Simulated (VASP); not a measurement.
A run of VASP 6.6.1 is set up as follows.

File INCAR:

```
ALGO = Normal
EDIFF = 1E-6
ENCUT = 520
GGA = PS
ISIF = 2
ISMEAR = 0
LASPH = True
LCHARG = False
LREAL = False
LWAVE = False
NBANDS = 13
NELM = 80
PREC = Accurate
SIGMA = 0.1
```

File KPOINTS:

```
k-points
0
Gamma
  12 12 12
```

File POSCAR:

```
Se
1.0
    0.0000000000      3.2492452392      3.2492452392
    3.2492452392      0.0000000000      3.2492452392
    3.2492452392      3.2492452392      0.0000000000
Se
2
Direct
    0.5000000000      0.5000000000      0.5000000000
    0.7500000000      0.7500000000      0.7500000000
```

Potentials or basis: VASP PAW PBE potentials, release 64 (Se).

The run is started by

```bash
$ cat potpaw_PBE.64/Se/POTCAR > POTCAR
$ mpirun -np 1 vasp_std > vasp.out
```

Problem. Estimate the band gap on the k mesh.

Solution. Zero (band 6 reaches 1.55 eV, above the bottom of band 7 at 0.59 eV).

Problem. Estimate the pressure.

Solution. -4.3 GPa.

Caveat: the cell differs from its parent crystal (functional PBEsol, strained); the PAW data sets were made with another functional, which shifts forces and pressure a little.
